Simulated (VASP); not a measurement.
A run of VASP 6.6.1 is set up as follows.

INCAR

```
  PREC = Accurate
  ENCUT = 600
  EDIFF = 1E-6
  ISMEAR = 0
  SIGMA = 0.1
  LREAL = F
  LASPH = T
  NELM = 100
  ALGO = Normal
  ISIF = 3
  LWAVE = F
  LCHARG = F
  GGA = PE
  IBRION = 2
  NSW = 100
  EDIFFG = -0.01
```

KPOINTS

```
Automatic mesh
0
Gamma
  18 18 18
```

POSCAR

```
Sb
1.0
    3.1499793020      0.0000000000      0.0000000000
    0.0000000000      3.1499793020      0.0000000000
    0.0000000000      0.0000000000      3.0602469254
Sb
1
Direct
    0.5000000000      0.5000000000      0.0000000000
```

Potentials or basis: VASP PAW PBE potentials, release 64 (Sb).

Launch:

```console
$ cat potpaw_PBE.64/Sb/POTCAR > POTCAR
$ mpirun -np 1 vasp_std > vasp.out
```

(1) Predict the relaxed cell.

(2) What does it give for the relaxed volume?

(3) Predict the space group after relaxing (to 0.05 Å).

Answers

(1) a = 3.110 Å, b = 3.110 Å, c = 3.108 Å, α = 90.00°, β = 90.00°, γ = 90.00°.

(2) 30.05 Å³/atom.

(3) Pm-3m (No. 221).
